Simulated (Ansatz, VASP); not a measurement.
## One calculation of Co2Ru, two programs

```
Co Ru
1.0
     2.60316    0.00000    0.00000
    -1.30158    2.25440    0.00000
     0.00000    0.00000   12.20546
Co Ru
4 2
Cartesian
  0.0000 1.5029 11.2326
  0.0000 1.5029 7.0756
  1.3016 0.7515 0.9729
  1.3016 0.7515 5.1299
  0.0000 1.5029 3.0514
  1.3016 0.7515 9.1541
```

Alike in both runs: functional PBE; k mesh 6 × 6 × 2; occupations gaussian, width 0.1 eV; collinear spin.

Ansatz relaxed the structure, and its values are those at the end. VASP's run is a single point on that final structure, the one shown.

|  | VASP | Ansatz |
| --- | --- | --- |
| version | VASP 6.6.1 | Ansatz 0.2.0 |
| potentials or method | VASP PAW PBE potentials, release 64 (Co, Ru_pv), cutoff 520 eV | scalar-relativistic, plane waves, PAW |
| valence electrons in the cell | 64 | 100 |

Ansatz gave:

| Quantity | Value |
| --- | --- |
| gap on the k mesh at the Fermi level (eV) | none |
| pressure (GPa) | 0.1 |
| rms of the force components (eV/Å) | 0.004 |
| net moment per atom (μB) | 0.88 |
| size of the moment on the site where the two differ most (μB) | 1.40 |

Estimate VASP's values.

gap on the k mesh at the Fermi level (eV): none; pressure (GPa): -0.3; rms of the force components (eV/Å): 0.005; net moment per atom (μB): 0.88; size of the moment on the site where the two differ most (μB): 1.36.

Site moments also hang on the region over which each program counts them. A gap of «none» marks a metal or a gap that the smearing closes. With one functional, cell and mesh, what is left measures potentials, basis and numerics. VASP's potentials hold 64 valence electrons a cell and Ansatz's 100, so a difference there can come from the potentials and not from the codes.

The k mesh is coarse, so the values compare programs but aren't converged.
